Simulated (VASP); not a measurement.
**Rh: single point with PBEsol**

The system is Rh.

```
Rh
1.0
     0.00000    1.89000    1.98450
     1.89000    0.00000    1.98450
     1.89000    1.89000    0.00000
Rh
1
Direct
  0.00000 0.00000 0.00000
```

This cell differs from its parent crystal: strain +0.000 along x and y, +0.050 along z.

- Program: VASP 6.6.1
- Task: single point
- Functional: PBEsol
- Potentials or basis: VASP PAW PBE potentials, release 64 (Rh_pv)
- Cutoff: 520 eV
- k mesh: 28 × 28 × 28
- Occupations: gaussian, width 0.15 eV
- Spin: no spin polarisation
- Dipole correction: no
- Further INCAR settings: ALGO = Fast; EDIFF = 1e-07; NBANDS = 14

```json
{
 "Pressure": "-12.3 GPa",
 "Band gap on the k mesh": "zero (an odd number of electrons rules out a gap without spin polarisation)"
}
```

Stress tensor (GPa, compression positive):
```
 -8.52   0.00   0.00
  0.00  -8.52   0.00
  0.00   0.00 -19.89
```

Levels at points of the mesh, in eV from the Fermi level:
```tsv
k point	band 3	band 4	band 5	band 6	band 7	band 8	band 9	band 10	band 11	band 12
(0.00, 0.00, 0.00)	-46.27	-7.82	-3.28	-2.76	-2.76	-1.26	-0.63	16.00	20.32	20.47
(0.50, 0.00, 0.00)	-46.33	-5.91	-3.26	-2.75	0.43	0.67	0.70	8.30	15.39	20.47
(0.50, 0.50, 0.00)	-46.47	-6.05	-5.68	0.57	0.91	0.91	2.49	10.96	13.66	13.66
(0.50, 0.00, 0.50)	-46.51	-6.06	-5.69	0.50	0.72	1.18	3.49	12.30	12.55	13.02
```

It took 2.3 min on 1 thread of AMD EPYC 9R45 96-Core Processor (Zen 5), with other jobs on the host, peak memory 0.35 GiB.

Caveat: the cell differs from its parent crystal (strain +0.000 along x and y, +0.050 along z); the cell stands under tension; the PAW data sets were made with another functional, which shifts forces and pressure a little.
